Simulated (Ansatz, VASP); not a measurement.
**Pb in VASP and in Ansatz**

Contents of INCAR:

```
PREC = Accurate
ENCUT = 520
EDIFF = 1E-6
ISMEAR = -1
SIGMA = 0.05
LREAL = F
LASPH = T
NELM = 60
ALGO = Normal
ISIF = 2
LWAVE = F
LCHARG = T
LELF = T
LVHAR = T
NBANDS = 21
```

Contents of KPOINTS:

```
regular mesh
0
Gamma
  8 8 8
```

Contents of POSCAR:

```
Pb
1.0
    0.0000000000      3.4953871275      3.4953871275
    3.4953871275      0.0000000000      3.4953871275
    3.4953871275      3.4953871275      0.0000000000
Pb
2
Direct
    0.0000000000      0.0000000000      0.0000000000
    0.2500000000      0.2500000000      0.2500000000
```

Input for Ansatz:

```yaml
crystal:
  lattice:
    - [0.0, 3.4953871275, 3.4953871275]
    - [3.4953871275, 0.0, 3.4953871275]
    - [3.4953871275, 3.4953871275, 0.0]
  atoms:
    - { symbol: Pb, position: [0.0, 0.0, 0.0] }
    - { symbol: Pb, position: [0.25, 0.25, 0.25] }
kpoints:
  mp_grid: { grid: [8, 8, 8] }
scf:
  occupations: { method: fermi_dirac, width: 0.05 }
hamiltonian:
  xc: lda
  pseudopotentials: { kind: all_electron, lapw: { basis_error: 0.00025 } }
output:
  forces: true
  stress: true
  eigenvalues: true
```

Change from the starting cell: volume scaled by 1.05.

Alike in both runs: task single point; functional LDA; k mesh 8 × 8 × 8; occupations fermi-dirac, width 0.05 eV; no spin polarisation.

|  | VASP | Ansatz |
| --- | --- | --- |
| version | VASP 6.6.1 | Ansatz 0.2.0 |
| potentials or method | VASP PAW LDA potentials, release 64 (Pb_d), cutoff 520 eV | all-electron LAPW, scalar-relativistic |

|  | VASP | Ansatz | Ansatz less VASP |
| --- | --- | --- | --- |
| pressure (GPa) | -2.1 | -2.0 | +0.04 |

LDA's correlation is that of Perdew and Zunger in VASP and of Perdew and Wang (1992) in Ansatz. Ansatz ran all-electron here, and VASP with PAW potentials.

Neither program's run includes spin-orbit coupling.
